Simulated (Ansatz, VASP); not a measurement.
## Se in VASP and in Ansatz

```
Se
1.0
     4.21935    0.00000    0.00000
    -2.10967    3.65406    0.00000
     0.00000    0.00000    6.96193
Se
4
Direct
  0.33333 0.66667 0.43750
  0.66667 0.33333 0.93750
  0.66667 0.33333 0.56250
  0.33333 0.66667 0.06250
```

Alike in both runs: task relaxation of cell and atoms; functional r2SCAN; k mesh 6 × 6 × 4; occupations gaussian, width 0.1 eV; no spin polarisation.

```csv
,VASP,Ansatz
version,VASP 6.6.1,Ansatz 0.2.0
potentials or method,"VASP PAW PBE potentials, release 64 (Se), cutoff 600 eV","scalar-relativistic, plane waves, PAW"
valence electrons in the cell,24,64
```

Ansatz gave:

* gap on the k mesh at the Fermi level, each at its own relaxed structure (eV): none
* relaxed volume (Å³/atom): 36.17
* relaxed cell length with the largest relative difference (Å): 9.095

Task: Estimate VASP's values.

Result: gap on the k mesh at the Fermi level, each at its own relaxed structure (eV): none; relaxed volume (Å³/atom): 37.80; relaxed cell length with the largest relative difference (Å): 9.538.

VASP's potentials were made for PBE, not for r2SCAN. A gap of «none» marks a metal or a gap that the smearing closes. VASP's potentials hold 24 valence electrons a cell and Ansatz's 64, so a difference there can come from the potentials and not from the codes.

Noted on VASP's run: the volume moved by over 15 % at a fixed basis, so the end points are rough; too few bands were computed for a metal, which touches its energy and stress.
